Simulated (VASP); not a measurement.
Set up this calculation in VASP 6.6.1, as the native input.

- Task: single point
- Functional: PBE
- Potentials or basis: VASP PAW PBE potentials, release 64 (Ge_d)
- Cutoff: 520 eV
- k mesh: 6 × 6 × 4
- Occupations: gaussian, width 0.1 eV
- Spin: no spin polarisation
- Dipole correction: no
- Further INCAR settings: ALGO = Normal; EDIFF = 1e-07; NBANDS = 21

The structure of Ge lies in POSCAR:

```
Ge
1.0
    2.8973539600      0.0000000000      0.0000000000
   -1.4486769800      2.5091821300      0.0000000000
    0.0000000000      0.0000000000      5.7975997200
Ge
2
Direct
    0.0000000000      0.0000000000      0.3169148800
    0.0000000000      0.0000000000      0.6830851200
```

The input as run:

INCAR

```
SYSTEM = Ge
PREC     = Accurate       ! precision mode
ENCUT    = 520            ! plane-wave cutoff, eV
EDIFF    = 1E-7           ! SCF threshold, eV
ISMEAR   = 0              ! smearing method
SIGMA    = 0.1            ! smearing width, eV
LREAL    = .False.        ! projectors in reciprocal space
LASPH    = .True.         ! aspherical terms in the spheres
NELM     = 100            ! most SCF steps
ALGO     = Normal         ! electronic algorithm
ISIF     = 2              ! what is computed and relaxed
LWAVE    = .False.        ! write WAVECAR
LCHARG   = .False.        ! write CHGCAR
GGA      = PE             ! functional
NBANDS   = 21             ! bands
```

KPOINTS

```
Automatic mesh
0
Gamma
  6 6 4
  0 0 0
```

Potentials or basis: VASP PAW PBE potentials, release 64 (Ge_d).

The run is started by

```sh
$ cat potpaw_PBE.64/Ge_d/POTCAR > POTCAR
$ mpirun -np 1 vasp_std > vasp.out
```

Results of the run:

```
Pressure               : 14.6 GPa
Largest force          : 6.517 eV/Å
Band gap on the k mesh : zero (band 14 reaches 11.84 eV, above the bottom of band 15 at 4.67 eV)
```

Caveat: the k points lie up to 0.42 Å⁻¹ apart; forces of over 1 eV/Å act on the atoms, so gaps and moduli don't describe the material at rest.

Wall time 15 s on 1 thread of Intel(R) Xeon(R) Platinum 8375C CPU @ 2.90GHz (Ice Lake), with other jobs on the host, peak memory 0.16 GiB.
